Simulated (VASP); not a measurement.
# GeSb4Te7 (P-3m1) in VASP: a series of runs

The runs below take GeSb4Te7 through single point, with PBEsol.

All numbers are computed with VASP 6.6.1; they aren't measurements. Logs are shortened: lines on timing, memory, paths and dates and some standing lists are left out, and cuts for length are marked.

## 1. The cell of the first run

It takes space group P-3m1 (No. 164, trigonal). Conventional cell: a = 4.286 Å, b = 4.286 Å, c = 24.411 Å, α = 90.00°, β = 90.00°, γ = 120.00°. Ge (site symmetry -3m) has 6 Te at 2.99 Å within 3.9 Å. Sb (site symmetry 3m) has 6 Te at 3.00 to 3.17 Å within 4.0 Å. Sb (site symmetry 3m) has 6 Te at 3.00 to 3.18 Å within 3.9 Å. Within 4.1 Å of Te (site symmetry 3m) lie 3 Sb at 3.00 Å and 3 Te at 4.01 Å. Te (site symmetry 3m) has 3 Sb at 3.00 Å and 3 Te at 4.01 Å within 4.1 Å. Te (site symmetry 3m) has 3 Ge at 2.99 Å and 3 Sb at 3.18 Å within 3.9 Å. Within 4.5 Å of Te (site symmetry -3m) lie 6 Sb at 3.17 Å and 12 Te at 4.29 to 4.43 Å.

## 2. Single point, PBEsol (32.36 Å³/atom)

INCAR reads:

```
SYSTEM = GeSb4Te7
ALGO = Normal ; EDIFF = 1E-7
ENCUT = 520 ; GGA = PS
ISIF = 2 ; ISMEAR = 0
LASPH = .True. ; LCHARG = .True.
LELF = .True. ; LREAL = .False.
LVHAR = .True. ; LWAVE = .False.
NBANDS = 50 ; NELM = 100
PREC = Accurate ; SIGMA = 0.1
```

KPOINTS reads:

```
k-points
0
Gamma
  12 12 2
  0 0 0
```

POSCAR reads:

```
GeSb4Te7
1.0
    4.2858108293      0.0000000000      0.0000000000
   -2.1429054146      3.7116210540      0.0000000000
    0.0000000000      0.0000000000     24.4106944273
Ge Sb Te
1 4 7
Direct
    0.0000000000      0.0000000000      0.5000000000
    0.6666666667      0.3333333333      0.9189984266
    0.3333333333      0.6666666667      0.3495938695
    0.3333333333      0.6666666667      0.0810015734
    0.6666666667      0.3333333333      0.6504061305
    0.3333333333      0.6666666667      0.8492837083
    0.6666666667      0.3333333333      0.1507162917
    0.0000000000      0.0000000000      0.7198909812
    0.6666666667      0.3333333333      0.4314814570
    0.3333333333      0.6666666667      0.5685185430
    0.0000000000      0.0000000000      0.0000000000
    0.0000000000      0.0000000000      0.2801090188
```

Potentials or basis: VASP PAW PBE potentials, release 64 (Ge_d, Sb, Te).

Run with:

```console
> cat potpaw_PBE.64/Ge_d/POTCAR potpaw_PBE.64/Sb/POTCAR potpaw_PBE.64/Te/POTCAR > POTCAR
> mpirun -np 1 vasp_std > vasp.out
```

OUTCAR:

```text
SYSTEM = GeSb4Te7
   EDIFF = 1E-7
   ENCUT = 520
   GGA = PS
   ISIF = 2
   ISMEAR = 0
   LASPH = .True.
   LREAL = .False.
   NELM = 100
   PREC = Accurate

 ion  position               nearest neighbor table
   1  0.000  0.000  0.500-   9 2.99  10 2.99  10 2.99   9 2.99   9 2.99  10 2.99
   2  0.667  0.333  0.919-   6 3.00   6 3.00   6 3.00  11 3.17  11 3.17  11 3.17
   3  0.333  0.667  0.350-  12 3.00  12 3.00  12 3.00   9 3.18   9 3.18   9 3.18
   4  0.333  0.667  0.081-   7 3.00   7 3.00   7 3.00  11 3.17  11 3.17  11 3.17
   5  0.667  0.333  0.650-   8 3.00   8 3.00   8 3.00  10 3.18  10 3.18  10 3.18
   6  0.333  0.667  0.849-   2 3.00   2 3.00   2 3.00
   7  0.667  0.333  0.151-   4 3.00   4 3.00   4 3.00
   8  0.000  0.000  0.720-   5 3.00   5 3.00   5 3.00
   9  0.667  0.333  0.431-   1 2.99   1 2.99   1 2.99   3 3.18   3 3.18   3 3.18
  10  0.333  0.667  0.569-   1 2.99   1 2.99   1 2.99   5 3.18   5 3.18   5 3.18
  11  0.000  0.000  0.000-   2 3.17   4 3.17   4 3.17   2 3.17   2 3.17   4 3.17
  12  0.000  0.000  0.280-   3 3.00   3 3.00   3 3.00

  LATTYP: Found a hexagonal cell.
 ALAT       =     4.2858108293
 C/A-ratio  =     5.6957003936

  Lattice vectors:

 A1 = (   4.2858108293,   0.0000000000,   0.0000000000)
 A2 = (  -2.1429054146,   3.7116210540,   0.0000000000)
 A3 = (   0.0000000000,   0.0000000000,  24.4106944273)

Analysis of symmetry for initial positions (statically):
=====================================================================
 Subroutine PRICEL returns:
 Original cell was already a primitive cell.

 Routine SETGRP: Setting up the symmetry group for a
 hexagonal supercell.

 Subroutine GETGRP returns: Found 12 space group operations
 (whereof 12 operations were pure point group operations)
 out of a pool of 24 trial point group operations.

The static configuration has the point symmetry D_3d.

Analysis of symmetry for dynamics (positions and initial velocities):
=====================================================================
 Subroutine PRICEL returns:
 Original cell was already a primitive cell.

 Routine SETGRP: Setting up the symmetry group for a
 hexagonal supercell.

 Subroutine GETGRP returns: Found 12 space group operations
 (whereof 12 operations were pure point group operations)
 out of a pool of 24 trial point group operations.

The dynamic configuration has the point symmetry D_3d.

 Subroutine INISYM returns: Found 12 space group operations
 (whereof 12 operations are pure point group operations),
 and found     1 'primitive' translations

----------------------------------------------------------------------------------------

                                     Primitive cell

  volume of cell :     388.3084

  direct lattice vectors                    reciprocal lattice vectors
     4.285810829  0.000000000  0.000000000     0.233328077  0.134712028  0.000000000
    -2.142905415  3.711621054  0.000000000     0.000000000  0.269424056  0.000000000
     0.000000000  0.000000000 24.410694427     0.000000000  0.000000000  0.040965651

  length of vectors
     4.285810829  4.285810829 24.410694427     0.269424056  0.269424056  0.040965651

  position of ions in fractional coordinates (direct lattice)
     0.000000000  0.000000000  0.500000000
     0.666666667  0.333333333  0.918998427
     0.333333333  0.666666667  0.349593869
     0.333333333  0.666666667  0.081001573
     0.666666667  0.333333333  0.650406131
     0.333333333  0.666666667  0.849283708
     0.666666667  0.333333333  0.150716292
     0.000000000  0.000000000  0.719890981
     0.666666667  0.333333333  0.431481457
     0.333333333  0.666666667  0.568518543
     0.000000000  0.000000000  0.000000000
     0.000000000  0.000000000  0.280109019

  ion indices of the primitive-cell ions
   primitive index   ion index
                 1           1
                 2           2
                 3           3
                 4           4
                 5           5
                 6           6
                 7           7
                 8           8
                 9           9
                10          10
                11          11
                12          12

----------------------------------------------------------------------------------------

 KPOINTS: k-points

Automatic generation of k-mesh.
 Grid dimensions read from file:
 generate k-points for:   12   12    2

 Generating k-lattice:

  Cartesian coordinates                     Fractional coordinates (reciprocal lattice)
     0.019444006  0.011226002  0.000000000     0.083333333 -0.000000000  0.000000000
     0.000000000  0.022452005  0.000000000     0.000000000  0.083333333  0.000000000
     0.000000000  0.000000000  0.020482826     0.000000000  0.000000000  0.500000000

  Length of vectors
     0.022452005  0.022452005  0.020482826

  Shift w.r.t. Gamma in fractional coordinates (k-lattice)
     0.000000000  0.000000000  0.000000000

[... 32 lines left out ...]
   LASPH  =      T    aspherical Exc in radial PAW
   ENCUT  =  520.0 eV  38.22 Ry    6.18 a.u.   7.97  7.97 45.39*2*pi/ulx,y,z
   NELM   =    100;   NELMIN=  2; NELMDL= -5     # of ELM steps
   EDIFF  = 0.1E-06   stopping-criterion for ELM
   LREAL  =      F    real-space projection
   EDIFFG = 0.1E-05   stopping-criterion for IOM
   NSW    =      0    number of steps for IOM
   IBRION =     -1    ionic relax: 0-MD 1-quasi-New 2-CG
   NFREE  =      0    steps in history (QN), initial steepest desc. (CG)
   ISIF   =      2    stress and relaxation
   ISYM   =      2    0-nonsym 1-usesym 2-fastsym
   POTIM  = 0.5000    time-step for ionic-motion
   TEBEG  =    0.0;   TEEND  =   0.0 temperature during run
   PSTRESS=    0.0 pullay stress
   NELECT =      76.0000    total number of electrons
   NUPDOWN=      -1.0000    fix difference up-down
   EMIN   =  10.00;   EMAX   =-10.00  energy-range for DOS
   EFERMI =   0.00;   METHOD = LEGACY
   ISMEAR =     0;   SIGMA  =   0.10  broadening in eV -4-tet -1-fermi 0-gaus
   EFERMI_NEDOS =   21; number of points for ismear=-14 and -15
   IALGO  =     38    algorithm
   IMIX   =      4    mixing-type and parameters
     AMIX     =   0.40;   BMIX     =  1.00
     AMIX_MAG =   1.60;   BMIX_MAG =  1.00
  volume/ion in A,a.u.               =      32.36       218.37
  Fermi-wavevector in a.u.,A,eV,Ry     =   0.950504  1.796191 12.292280  0.903457
  Thomas-Fermi vector in A             =   2.078887
   LORBIT       =      0    0 simple, 1 ext, 2 COOP (PROOUT), +10 PAW based schemes
   GGA     = PS    functional components
   LHFCALC =     F    Hartree Fock is set to
   AEXX    =    0.0000 exact exchange contribution
   IVDW    =     0    specifies the selected vdW correction
   LEPSILON=     F    determine dielectric tensor
   LRPA    =     F    only Hartree local field effects (RPA)
 non-spin polarized calculation
 Gauss-broadening in eV      SIGMA  =   0.10
  energy-cutoff  :      520.00
  volume of cell :      388.31
 maximum number of plane-waves:     10518
 NGX is ok and might be reduce to    32

 number of electron      76.0000009 magnetization

 Free energy of the ion-electron system (eV)
  ---------------------------------------------------
  ext. energy  EPLUGINS =         0.00000000
  ---------------------------------------------------
  free energy    TOTEN  =       -49.16407483 eV

  energy without entropy =      -49.16404023  energy(sigma->0) =      -49.16405753

 E-fermi :   5.9854     XC(G=0):  -9.3270

 val. band max:        5.8277931725   @ k =   0.0000   0.0000   0.5000
 cond. band min:       6.1438440087   @ k =   0.0000   0.0000   0.5000
 fundamental gap:      0.3160508362
 Fermi energy:         5.9854216548

 k-point     1 :       0.0000    0.0000    0.0000
  band No.  band energies     occupation
      1     -18.8362      2.00000
      2     -18.8362      2.00000
      3     -18.8318      2.00000
      4     -18.8292      2.00000
      5     -18.8292      2.00000
      6      -7.1975      2.00000
[... 42 lines left out ...]
     49       7.6302      0.00000
     50       7.6366      0.00000
[... 1217 lines left out ...]
     49       8.8492      0.00000
     50       9.0460      0.00000

 [... further k-points ...]

------------------------ aborting loop because EDIFF is reached ----------------------------------------

  FORCE on cell =-STRESS in cart. coord.  units (eV):
  Direction    XX          YY          ZZ          XY          YZ          ZX
  --------------------------------------------------------------------------------------
  -------------------------------------------------------------------------------------
  Total       -3.0010161     -3.0010161     -2.9505383     -0.0000000      0.0000000      0.0000000
  in kB      -12.3823234    -12.3823234    -12.1740499     -0.0000000      0.0000000      0.0000000
  external PRESSURE =     -12.3128989 kB  Pullay stress =       0.0000000 kB

 VOLUME and BASIS-vectors are now :
 -----------------------------------------------------------------------------
  energy-cutoff  :      520.00
  volume of cell :      388.31
      direct lattice vectors                 reciprocal lattice vectors
     4.285810829  0.000000000  0.000000000     0.233328077  0.134712028  0.000000000
    -2.142905415  3.711621054  0.000000000     0.000000000  0.269424056  0.000000000
     0.000000000  0.000000000 24.410694427     0.000000000  0.000000000  0.040965651

 POSITION                                       TOTAL-FORCE (eV/Angst)
 -----------------------------------------------------------------------------------
      0.00000      0.00000     12.20535         0.000000      0.000000      0.000000
      2.14291      1.23721     22.43339        -0.000000      0.000000      0.028551
     -0.00000      2.47441      8.53383         0.000000      0.000000      0.027589
     -0.00000      2.47441      1.97730         0.000000     -0.000000     -0.028551
      2.14291      1.23721     15.87687         0.000000      0.000000     -0.027589
     -0.00000      2.47441     20.73161         0.000000      0.000000     -0.030035
      2.14291      1.23721      3.67909         0.000000      0.000000      0.030035
      0.00000      0.00000     17.57304        -0.000000      0.000000      0.029959
      2.14291      1.23721     10.53276         0.000000     -0.000000     -0.010111
     -0.00000      2.47441     13.87793        -0.000000      0.000000      0.010111
      0.00000      0.00000      0.00000         0.000000      0.000000      0.000000
      0.00000      0.00000      6.83766        -0.000000     -0.000000     -0.029959
 -----------------------------------------------------------------------------------
    total drift:                               -0.000000     -0.000000      0.000000

  FREE ENERGIE OF THE ION-ELECTRON SYSTEM (eV)
  ---------------------------------------------------
  free  energy   TOTEN  =       -49.1640748271 eV

  energy  without entropy=      -49.1640402266  energy(sigma->0) =      -49.16405753
```

It took 13 min on 1 thread of Oxide Virtual Turin-like, shared host; peak memory 0.86 GiB.

Results:

- Free energy: -49.1641 eV
- Pressure: -1.2 GPa
- Largest force: 0.030 eV/Å
- Band gap on the k mesh: 0.32 eV

Forces on the atoms (eV/Å):
```
Ge   0.000  0.000  0.000
Sb   0.000  0.000  0.029
Sb   0.000  0.000  0.028
Sb   0.000  0.000 -0.029
Sb   0.000  0.000 -0.028
Te   0.000  0.000 -0.030
Te   0.000  0.000  0.030
Te   0.000  0.000  0.030
Te   0.000  0.000 -0.010
Te   0.000  0.000  0.010
Te   0.000  0.000  0.000
Te   0.000  0.000 -0.030
```

Levels at points of the mesh, in eV from the valence-band top:
```tsv
k point	band 35	band 36	band 37	band 38	band 39	band 40	band 41	band 42
(0.00, 0.00, 0.00)	-1.08	-1.08	-0.27	-0.09	0.44	0.49	0.61	0.61
(0.50, 0.00, 0.00)	-1.31	-1.26	-1.00	-0.87	0.82	0.82	1.18	1.35
(0.00, 0.00, 0.50)	-1.06	-0.90	-0.35	0.00	0.32	0.56	0.56	0.58
(0.50, 0.00, 0.50)	-1.41	-1.17	-1.02	-0.60	0.52	0.82	1.05	1.13
```

Caveat: the PAW data sets were made with another functional, which shifts forces and pressure a little; spin-orbit coupling is left out, which moves the levels of the heavy elements; this functional lacks dispersion, which binds the layers, so the pressure and a relaxed spacing across them are unreliable.

## 3. Single point, PBEsol

This run uses another cell than the first one, of the same volume but with other edges.

INCAR reads:

```
SYSTEM = GeSb4Te7
PREC = Accurate ; ENCUT = 520
EDIFF = 1E-7 ; ISMEAR = 0
SIGMA = 0.1 ; LREAL = .FALSE.
LASPH = .TRUE. ; NELM = 60
ALGO = Normal ; ISIF = 2
LWAVE = .FALSE. ; LCHARG = .TRUE.
GGA = PS ; LELF = .TRUE.
LVHAR = .TRUE. ; NBANDS = 50
```

KPOINTS reads:

```
Automatic mesh
0
G
  12 12 2
  0 0 0
```

POSCAR reads:

```
GeSb4Te7
1.0
    4.3397333601      0.0000000000      0.0000000000
   -2.1698666800      3.7583193355      0.0000000000
    0.0000000000      0.0000000000     23.8349741588
Ge Sb Te
1 4 7
Direct
    0.0000000000      0.0000000000      0.5000000000
    0.6666666667      0.3333333333      0.9179331680
    0.3333333333      0.6666666667      0.3474205663
    0.3333333333      0.6666666667      0.0820668320
    0.6666666667      0.3333333333      0.6525794337
    0.3333333333      0.6666666667      0.8473394959
    0.6666666667      0.3333333333      0.1526605041
    0.0000000000      0.0000000000      0.7229497848
    0.6666666667      0.3333333333      0.4304838257
    0.3333333333      0.6666666667      0.5695161743
    0.0000000000      0.0000000000      0.0000000000
    0.0000000000      0.0000000000      0.2770502152
```

Potentials or basis: VASP PAW PBE potentials, release 64 (Ge_d, Sb, Te).

Run with:

```console
> cat potpaw_PBE.64/Ge_d/POTCAR potpaw_PBE.64/Sb/POTCAR potpaw_PBE.64/Te/POTCAR > POTCAR
> mpirun -np 1 vasp_std > vasp.out
```

Run time: 22 min. Hardware: 1 thread of Oxide Virtual Turin-like, shared host; peak memory 0.83 GiB.

It converged, with:

| Property | Result |
| --- | --- |
| Free energy | -49.1379 eV |
| Pressure | -1.8 GPa |
| Largest force | 0.029 eV/Å |
| Band gap on the k mesh | 0.17 eV |

Forces on the atoms (eV/Å):
```
Ge   0.000  0.000  0.000
Sb   0.000  0.000  0.028
Sb   0.000  0.000  0.029
Sb   0.000  0.000 -0.028
Sb   0.000  0.000 -0.029
Te   0.000  0.000 -0.028
Te   0.000  0.000  0.028
Te   0.000  0.000  0.025
Te   0.000  0.000 -0.008
Te   0.000  0.000  0.008
Te   0.000  0.000  0.000
Te   0.000  0.000 -0.025
```

Stress tensor (GPa, compression positive):
```
-2.07  0.00  0.00
 0.00 -2.07  0.00
 0.00  0.00 -1.25
```

Levels at points of the mesh, in eV from the valence-band top:
| k point | band 36 | band 37 | band 38 | band 39 | band 40 | band 41 |
| --- | --- | --- | --- | --- | --- | --- |
| (0.00, 0.00, 0.00) | -1.14 | -0.32 | -0.11 | 0.36 | 0.39 | 0.51 |
| (0.50, 0.00, 0.00) | -1.29 | -0.96 | -0.85 | 0.82 | 0.82 | 1.14 |
| (0.00, 0.00, 0.50) | -1.04 | -0.37 | 0.00 | 0.17 | 0.44 | 0.44 |
| (0.50, 0.00, 0.50) | -1.16 | -0.88 | -0.53 | 0.46 | 0.88 | 0.97 |

Caveat: the PAW data sets were made with another functional, which shifts forces and pressure a little; spin-orbit coupling is left out, which moves the levels of the heavy elements; this functional lacks dispersion, which binds the layers, so the pressure and a relaxed spacing across them are unreliable. A k mesh can miss the band edges.

## 4. Single point, PBEsol (33.58 Å³/atom)

This run uses another cell than the first one, of 33.58 Å³/atom.

INCAR reads:

```
SYSTEM = GeSb4Te7
PREC     = Accurate       ! precision mode
ENCUT    = 520            ! plane-wave cutoff, eV
EDIFF    = 1E-6           ! SCF threshold, eV
ISMEAR   = 0              ! smearing method
SIGMA    = 0.1            ! smearing width, eV
LREAL    = .False.        ! projectors in reciprocal space
LASPH    = .True.         ! aspherical terms in the spheres
NELM     = 100            ! most SCF steps
ALGO     = Normal         ! electronic algorithm
ISIF     = 2              ! what is computed and relaxed
LWAVE    = .False.        ! write WAVECAR
LCHARG   = .False.        ! write CHGCAR
GGA      = PS             ! functional
NBANDS   = 50             ! bands
```

KPOINTS reads:

```
regular mesh
0
Gamma
  12 12 2
  0 0 0
```

POSCAR reads:

```
GeSb4Te7
1.0
    4.2704491639      0.0000000000      0.0000000000
   -2.1352245819      3.6983174615      0.0000000000
    0.0000000000      0.0000000000     25.5144280461
Ge Sb Te
1 4 7
Direct
    0.0000000000      0.0000000000      0.5000000000
    0.6666666667      0.3333333333      0.9224371418
    0.3333333333      0.6666666667      0.3559138218
    0.3333333333      0.6666666667      0.0775628582
    0.6666666667      0.3333333333      0.6440861782
    0.3333333333      0.6666666667      0.8558964702
    0.6666666667      0.3333333333      0.1441035298
    0.0000000000      0.0000000000      0.7103983711
    0.6666666667      0.3333333333      0.4342816638
    0.3333333333      0.6666666667      0.5657183362
    0.0000000000      0.0000000000      0.0000000000
    0.0000000000      0.0000000000      0.2896016289
```

Run with:

```console
> cat potpaw_PBE.64/Ge_d/POTCAR potpaw_PBE.64/Sb/POTCAR potpaw_PBE.64/Te/POTCAR > POTCAR
> mpirun -np 1 vasp_std > vasp.out
```

Run time: 22 min. Hardware: 1 thread of Oxide Virtual Turin-like, shared host; peak memory 0.84 GiB.

Results (log left out):

```yaml
Free_energy: -49.0497 eV
Pressure: -1.0 GPa
Largest_force: 0.032 eV/Å
Band_gap_on_the_k_mesh: 0.55 eV (least direct gap 0.58 eV)
```

Forces on the atoms (eV/Å):
```
Ge   0.000  0.000  0.000
Sb   0.000  0.000  0.032
Sb   0.000  0.000  0.032
Sb   0.000  0.000 -0.032
Sb   0.000  0.000 -0.032
Te   0.000  0.000 -0.032
Te   0.000  0.000  0.032
Te   0.000  0.000  0.030
Te   0.000  0.000 -0.003
Te   0.000  0.000  0.003
Te   0.000  0.000  0.000
Te   0.000  0.000 -0.030
```

Levels at points of the mesh, in eV from the valence-band top:
| k point | band 35 | band 36 | band 37 | band 38 | band 39 | band 40 | band 41 | band 42 |
| --- | --- | --- | --- | --- | --- | --- | --- | --- |
| (0.00, 0.00, 0.00) | -0.84 | -0.82 | -0.21 | -0.11 | 0.58 | 0.68 | 0.86 | 0.86 |
| (0.50, 0.00, 0.00) | -1.08 | -1.03 | -0.90 | -0.67 | 0.99 | 0.99 | 1.43 | 1.54 |
| (0.00, 0.00, 0.50) | -0.84 | -0.63 | -0.32 | -0.04 | 0.55 | 0.71 | 0.85 | 0.85 |
| (0.50, 0.00, 0.50) | -1.11 | -1.01 | -0.93 | -0.55 | 0.81 | 1.10 | 1.31 | 1.40 |

Caveat: the PAW data sets were made with another functional, which shifts forces and pressure a little; spin-orbit coupling is left out, which moves the levels of the heavy elements; this functional lacks dispersion, which binds the layers, so the pressure and a relaxed spacing across them are unreliable. A k mesh can miss the band edges.

## 5. The runs side by side

```tsv
cell	gap on the mesh (eV)	pressure (GPa)	largest force (eV/Å)
a = 4.286, b = 4.286, c = 24.411 Å, angles 90.0, 90.0, 120.0°, 12 atoms, atomic positions A	0.32	-1.2	0.03
a = 4.340, b = 4.340, c = 23.835 Å, angles 90.0, 90.0, 120.0°, 12 atoms, atomic positions B	0.17	-1.8	0.03
a = 4.270, b = 4.270, c = 25.514 Å, angles 90.0, 90.0, 120.0°, 12 atoms, atomic positions C	0.55	-1.0	0.03
```

Alike in all rows: task single point; level PBEsol; potentials or basis VASP PAW PBE potentials, release 64 (Ge_d, Sb, Te); no spin polarisation; k mesh 12 × 12 × 2; cutoff (eV) 520; smearing gaussian 0.1 eV.

Caveats: the PAW data sets were made with another functional, which shifts forces and pressure a little; spin-orbit coupling is left out, which moves the levels of the heavy elements; this functional lacks dispersion, which binds the layers, so the pressure and a relaxed spacing across them are unreliable.

Total energies depend on the potentials used, so only differences within one code and one set of settings carry meaning.
